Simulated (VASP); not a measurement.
# Al (P2_1/m) in VASP: a series of runs, part 2 of 2

VASP 6.6.1. Earlier steps stand in the parts before.

## 5. Single point, PBE (mode 1 frozen in at -0.112 Å and mode 5 at -0.061 Å (largest displacements))

INCAR

```
  PREC = Accurate
  ENCUT = 520
  EDIFF = 1E-7
  ISMEAR = 0
  SIGMA = 0.15
  LREAL = False
  LASPH = True
  NELM = 80
  ALGO = Fast
  ISIF = 2
  LWAVE = False
  LCHARG = False
  GGA = PE
  NBANDS = 10
```

KPOINTS

```
regular mesh
0
Gamma
  20 20 12
```

POSCAR

```
Al
1.0
   -1.6175102401      1.6175102401      1.6175102401
    1.6175102401     -1.6175102401      1.6175102401
    3.2350204801      3.2350204801      0.0000000000
Al
2
Direct
    0.0054264071     -0.0434478047      0.0000000000
    0.4945735929      0.5434478047      0.5000000000
```

Launch:

```sh
$ cat potpaw_PBE.64/Al/POTCAR > POTCAR
$ mpirun -np 1 vasp_std > vasp.out
```

It took 16 min on 1 thread of AMD EPYC 7R13, shared host; peak memory 0.44 GiB.

The run converged. Its results:

```yaml
Free_energy: -7.3043 eV
Pressure: 0.2 GPa
Largest_force: 0.257 eV/Å
Band_gap_on_the_k_mesh: zero (band 3 reaches 12.70 eV, above the bottom of band 4 at 3.90 eV)
```

Forces on the atoms (eV/Å):
```
Al  -0.083  0.083  0.229
Al   0.083 -0.083 -0.229
```

Stress tensor (GPa, compression positive):
```
 0.37 -0.14 -0.03
-0.14  0.37  0.03
-0.03  0.03 -0.26
```

Levels at points of the mesh, in eV from the Fermi level:
```csv
k point,band 1,band 2,band 3,band 4,band 5,band 6
"(0.00, 0.00, 0.00)",-10.94,-4.21,-3.81,8.00,8.24,9.74
"(0.50, 0.00, 0.00)",-5.74,-5.71,0.71,0.73,1.29,1.31
"(0.00, 0.50, 0.00)",-5.88,-5.57,0.37,1.11,1.20,1.39
"(0.50, 0.50, 0.00)",-4.21,-3.83,1.85,1.86,1.91,2.98
"(0.00, 0.00, 0.50)",-9.18,-9.18,4.24,4.24,9.39,9.39
"(0.50, 0.00, 0.50)",-4.21,-4.21,-3.81,-3.81,7.96,7.96
"(0.00, 0.50, 0.50)",-4.25,-4.25,-3.78,-3.78,7.95,7.95
"(0.50, 0.50, 0.50)",-2.63,-2.63,-2.04,-2.04,3.41,3.41
```

Caveat: the cell differs from its parent crystal (mode 1 frozen in at -0.112 Å and mode 5 at -0.061 Å (largest displacements)).

## 6. Single point, PBE (mode 1 frozen in at -0.335 Å and mode 5 at -0.061 Å (largest displacements))

INCAR

```
  ALGO = Fast
  EDIFF = 1E-6
  ENCUT = 520
  GGA = PE
  ISIF = 2
  ISMEAR = 0
  LASPH = True
  LCHARG = True
  LELF = True
  LREAL = False
  LVHAR = True
  LWAVE = False
  NBANDS = 10
  NELM = 80
  PREC = Accurate
  SIGMA = 0.15
```

KPOINTS

```
k-points
0
Gamma
  20 20 12
```

POSCAR

```
Al
1.0
   -1.6175102401      1.6175102401      1.6175102401
    1.6175102401     -1.6175102401      1.6175102401
    3.2350204801      3.2350204801      0.0000000000
Al
2
Direct
    0.0542569032     -0.0922783008      0.0000000000
    0.4457430968      0.5922783008      0.5000000000
```

Potentials or basis: VASP PAW PBE potentials, release 64 (Al).

Launch:

```sh
$ cat potpaw_PBE.64/Al/POTCAR > POTCAR
$ mpirun -np 1 vasp_std > vasp.out
```

OUTCAR:

```text
EDIFF = 1E-6
   ENCUT = 520
   GGA = PE
   ISIF = 2
   ISMEAR = 0
   LASPH = True
   LREAL = False
   NELM = 80
   PREC = Accurate

 ion  position               nearest neighbor table
   1  0.054  0.908  0.000-   2 2.80   2 2.80   2 2.81   2 2.81   2 2.95   2 2.95
   2  0.446  0.592  0.500-   1 2.80   1 2.80   1 2.81   1 2.81   1 2.95   1 2.95

  LATTYP: Found a base centered orthorhombic cell.
 ALAT       =     3.2350204802
 B/A-ratio  =     1.4142135624
 C/A-ratio  =     1.4142135623

  Lattice vectors:

 A1 = (  -1.6175102401,   1.6175102401,   1.6175102401)
 A2 = (   1.6175102401,  -1.6175102401,   1.6175102401)
 A3 = (   3.2350204801,   3.2350204801,   0.0000000000)

Analysis of symmetry for initial positions (statically):
=====================================================================
 Subroutine PRICEL returns:
 Original cell was already a primitive cell.

 Routine SETGRP: Setting up the symmetry group for a
 base centered orthorhombic supercell.

 Subroutine GETGRP returns: Found  4 space group operations
 (whereof  2 operations were pure point group operations)
 out of a pool of  8 trial point group operations.

The static configuration has the point symmetry C_1h.
 The point group associated with its full space group is C_2h.

Analysis of symmetry for dynamics (positions and initial velocities):
=====================================================================
 Subroutine PRICEL returns:
 Original cell was already a primitive cell.

 Routine SETGRP: Setting up the symmetry group for a
 base centered orthorhombic supercell.

 Subroutine GETGRP returns: Found  4 space group operations
 (whereof  2 operations were pure point group operations)
 out of a pool of  8 trial point group operations.

The dynamic configuration has the point symmetry C_1h.
 The point group associated with its full space group is C_2h.

 Subroutine INISYM returns: Found  4 space group operations
 (whereof  2 operations are pure point group operations),
 and found     1 'primitive' translations

----------------------------------------------------------------------------------------

                                     Primitive cell

  volume of cell :      33.8556

  direct lattice vectors                    reciprocal lattice vectors
    -1.617510240  1.617510240  1.617510240    -0.154558527  0.154558527  0.309117054
     1.617510240 -1.617510240  1.617510240     0.154558527 -0.154558527  0.309117054
     3.235020480  3.235020480  0.000000000     0.154558527  0.154558527  0.000000000

  length of vectors
     2.801609918  2.801609918  4.575009838     0.378589526  0.378589526  0.218578765

  position of ions in fractional coordinates (direct lattice)
     0.054256903  0.907721699  0.000000000
     0.445743097  0.592278301  0.500000000

  ion indices of the primitive-cell ions
   primitive index   ion index
                 1           1
                 2           2

----------------------------------------------------------------------------------------

 KPOINTS: k-points

Automatic generation of k-mesh.
 Grid dimensions read from file:
 generate k-points for:   20   20   12

 Generating k-lattice:

  Cartesian coordinates                     Fractional coordinates (reciprocal lattice)
    -0.007727926  0.007727926  0.015455853     0.050000000  0.000000000  0.000000000
     0.007727926 -0.007727926  0.015455853     0.000000000  0.050000000  0.000000000
     0.012879877  0.012879877  0.000000000     0.000000000  0.000000000  0.083333333

  Length of vectors
     0.018929476  0.018929476  0.018214897

  Shift w.r.t. Gamma in fractional coordinates (k-lattice)
     0.000000000  0.000000000  0.000000000

 Subroutine IBZKPT returns following result:
 ===========================================

 Found   1414 irreducible k-points:

 Following reciprocal coordinates:
            Coordinates               Weight
  0.000000  0.000000  0.000000      1.000000
  0.050000  0.000000  0.000000      2.000000
  0.000000  0.050000  0.000000      2.000000
  0.100000  0.000000  0.000000      2.000000
  0.000000  0.100000  0.000000      2.000000
  0.150000  0.000000  0.000000      2.000000
[... 16 lines left out ...]
  0.100000  0.050000  0.000000      2.000000
  0.050000  0.100000  0.000000      2.000000
 [... further k-points ...]
   k-points           NKPTS =   1414   k-points in BZ     NKDIM =   1414   number of bands    NBANDS=     10
   number of dos      NEDOS =    301   number of ions     NIONS =      2
   total plane-waves  NPLWV =  20736
   dimension x,y,z NGX =    24 NGY =   24 NGZ =   36
   dimension x,y,z NGXF=    48 NGYF=   48 NGZF=   72
   ions per type =               2
   NGX,Y,Z   is equivalent  to a cutoff of  14.24, 14.24, 13.08 a.u.
   NGXF,Y,Z  is equivalent  to a cutoff of  28.48, 28.48, 26.16 a.u.
 SYSTEM =  unknown system
   PREC   = accura    normal or accurate (medium, high low for compatibility)
   ISTART =      0    job   : 0-new  1-cont  2-samecut
   ICHARG =      2    charge: 1-file 2-atom 10-const
   ISPIN  =      1    spin polarized calculation?
   LNONCOLLINEAR =      F non collinear calculations
   LSORBIT =      F    spin-orbit coupling
   LASPH  =      T    aspherical Exc in radial PAW
   ENCUT  =  520.0 eV  38.22 Ry    6.18 a.u.   5.21  5.21  8.51*2*pi/ulx,y,z
   NELM   =     80;   NELMIN=  2; NELMDL= -5     # of ELM steps
   EDIFF  = 0.1E-05   stopping-criterion for ELM
   LREAL  =      F    real-space projection
   EDIFFG = 0.1E-04   stopping-criterion for IOM
   NSW    =      0    number of steps for IOM
   IBRION =     -1    ionic relax: 0-MD 1-quasi-New 2-CG
   NFREE  =      0    steps in history (QN), initial steepest desc. (CG)
   ISIF   =      2    stress and relaxation
   ISYM   =      2    0-nonsym 1-usesym 2-fastsym
   POTIM  = 0.5000    time-step for ionic-motion
   TEBEG  =    0.0;   TEEND  =   0.0 temperature during run
   PSTRESS=    0.0 pullay stress
   NELECT =       6.0000    total number of electrons
   NUPDOWN=      -1.0000    fix difference up-down
   EMIN   =  10.00;   EMAX   =-10.00  energy-range for DOS
   EFERMI =   0.00;   METHOD = LEGACY
   ISMEAR =     0;   SIGMA  =   0.15  broadening in eV -4-tet -1-fermi 0-gaus
   EFERMI_NEDOS =   21; number of points for ismear=-14 and -15
   IALGO  =     68    algorithm
   IMIX   =      4    mixing-type and parameters
     AMIX     =   0.40;   BMIX     =  1.00
     AMIX_MAG =   1.60;   BMIX_MAG =  1.00
  volume/ion in A,a.u.               =      16.93       114.23
  Fermi-wavevector in a.u.,A,eV,Ry     =   0.919563  1.737722 11.505037  0.845596
  Thomas-Fermi vector in A             =   2.044771
   LORBIT       =      0    0 simple, 1 ext, 2 COOP (PROOUT), +10 PAW based schemes
   GGA     = PE    functional components
   LHFCALC =     F    Hartree Fock is set to
   AEXX    =    0.0000 exact exchange contribution
   IVDW    =     0    specifies the selected vdW correction
   LEPSILON=     F    determine dielectric tensor
   LRPA    =     F    only Hartree local field effects (RPA)
 non-spin polarized calculation
 RMM-DIIS sequential band-by-band and
 Gauss-broadening in eV      SIGMA  =   0.15
  energy-cutoff  :      520.00
  volume of cell :       33.86
 maximum number of plane-waves:       928
 NGX is ok and might be reduce to    24
   NGX = 11   NGY = 11   NGZ = 17

 number of electron       6.0000000 magnetization

 Free energy of the ion-electron system (eV)
  ---------------------------------------------------
  ext. energy  EPLUGINS =         0.00000000
  ---------------------------------------------------
  free energy    TOTEN  =        -7.35072877 eV

  energy without entropy =       -7.34044282  energy(sigma->0) =       -7.34558580

 E-fermi :   7.6895     XC(G=0): -10.0988

 val. band max:        7.6856478219   @ k =  -0.4000   0.3000   0.0833
 cond. band min:       7.6905937405   @ k =   0.3500   0.4000  -0.2500
 fundamental gap:      0.0049459186
 Fermi energy:         7.6894598183

 k-point     1 :       0.0000    0.0000    0.0000
  band No.  band energies     occupation
      1      -3.2356      2.00000
      2       3.4718      2.00000
      3       3.8980      2.00000
      4      15.7636      0.00000
      5      15.9231      0.00000
      6      17.1896      0.00000
      7      18.3855      0.00000
      8      21.1458      0.00000
      9      21.5775      0.00000
     10      21.6718      0.00000
[... 287 lines left out ...]
 k-point    24 :       0.0500    0.1000    0.0000
  band No.  band energies     occupation
      1      -2.9008      2.00000
      2       3.7813      2.00000
      3       4.2275      2.00000
      4      12.5138      0.00000
      5      13.8261      0.00000
      6      18.6708      0.00000
      7      18.7334      0.00000
      8      20.2937      0.00000
      9      20.4371      0.00000
     10      20.4482      0.00000

 [... further k-points ...]
[... 5 lines left out ...]
  --------------------------------------------------------------------------------------
  -------------------------------------------------------------------------------------
  Total        0.3541504      0.3541504     -0.4234652     -0.1987453      0.0112819     -0.0112819
  in kB       16.7597379     16.7597379    -20.0399786     -9.4053792      0.5339022     -0.5339023
  external PRESSURE =       4.4931658 kB  Pullay stress =       0.0000000 kB

 VOLUME and BASIS-vectors are now :
 -----------------------------------------------------------------------------
  energy-cutoff  :      520.00
  volume of cell :       33.86
      direct lattice vectors                 reciprocal lattice vectors
    -1.617510240  1.617510240  1.617510240    -0.154558527  0.154558527  0.309117054
     1.617510240 -1.617510240  1.617510240     0.154558527 -0.154558527  0.309117054
     3.235020480  3.235020480  0.000000000     0.154558527  0.154558527  0.000000000

 POSITION                                       TOTAL-FORCE (eV/Angst)
 -----------------------------------------------------------------------------------
      1.38049     -1.38049      1.55601         0.012997     -0.012997      0.139148
      1.85453      1.38049      1.67901        -0.012997      0.012997     -0.139148
 -----------------------------------------------------------------------------------
    total drift:                               -0.000000      0.000000     -0.000000

  FREE ENERGIE OF THE ION-ELECTRON SYSTEM (eV)
  ---------------------------------------------------
  free  energy   TOTEN  =        -7.3507287722 eV

  energy  without entropy=       -7.3404428227  energy(sigma->0) =       -7.34558580
```

Run time: 13 min. Hardware: 1 thread of AMD EPYC 7R13, shared host; peak memory 0.44 GiB.

Results:

```
Free energy            : -7.3507 eV
Pressure               : 0.4 GPa
Largest force          : 0.140 eV/Å
Band gap on the k mesh : zero (band 3 reaches 12.69 eV, above the bottom of band 4 at 3.95 eV)
```

Forces on the atoms (eV/Å):
```
Al   0.013 -0.013  0.139
Al  -0.013  0.013 -0.139
```

Caveat: the cell differs from its parent crystal (mode 1 frozen in at -0.335 Å and mode 5 at -0.061 Å (largest displacements)).
